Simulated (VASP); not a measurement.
**Ni: single point with r2SCAN**

Ni:

```
Ni
1.0
     2.41758    0.01377    0.02094
    -1.19687    2.06221    0.01228
     0.03485    0.04371    3.98939
Ni
2
Direct
  0.33333 0.69681 0.25303
  0.65385 0.36648 0.76305
```

```json
{
  "Program": "VASP 6.6.1",
  "Task": "single point",
  "Functional": "r2SCAN",
  "Potentials or basis": "VASP PAW PBE potentials, release 64 (Ni)",
  "Cutoff": "520 eV",
  "k mesh": "9 × 9 × 5",
  "Occupations": "fermi-dirac, width 0.1 eV",
  "Spin": "collinear spin, ferromagnetic start",
  "Starting moments": "[1.0, 1.0] μB",
  "Dipole correction": "no",
  "Further INCAR settings": "ALGO = Normal; EDIFF = 1e-07; NBANDS = 21"
}
```

The pressure is 14.1 GPa and the largest force is 0.492 eV/Å. The net moment is 1.22 μB per cell, the site moments are Ni +0.62 μB and the valence electrons inside the program's atomic spheres are Ni 9.52.

Forces on the atoms (eV/Å):
```
Ni  -0.098 -0.027  0.482
Ni   0.098  0.027 -0.482
```

Stress tensor (GPa, compression positive):
```
13.16 -2.10 -1.25
-2.10 16.07 -1.33
-1.25 -1.33 13.11
```

Levels at points of the mesh, in eV from the Fermi level:
Spin up:
| k point | band 6 | band 7 | band 8 | band 9 | band 10 | band 11 | band 12 | band 13 | band 14 | band 15 |
| --- | --- | --- | --- | --- | --- | --- | --- | --- | --- | --- |
| (0.00, 0.00, 0.00) | -2.67 | -2.49 | -2.06 | -1.92 | -1.01 | -0.93 | -0.70 | 6.18 | 24.37 | 27.06 |
Spin down:
| k point | band 5 | band 6 | band 7 | band 8 | band 9 | band 10 | band 11 | band 12 | band 13 | band 14 |
| --- | --- | --- | --- | --- | --- | --- | --- | --- | --- | --- |
| (0.00, 0.00, 0.00) | -1.85 | -1.71 | -1.52 | -1.19 | -1.11 | -0.89 | -0.14 | 0.03 | 6.75 | 24.23 |

Run time: 9.7 min on 1 thread of Oxide Virtual Turin-like Processor (shared host), peak memory 0.19 GiB.

Caveat: the PAW data sets were made with another functional, which shifts forces and pressure a little.
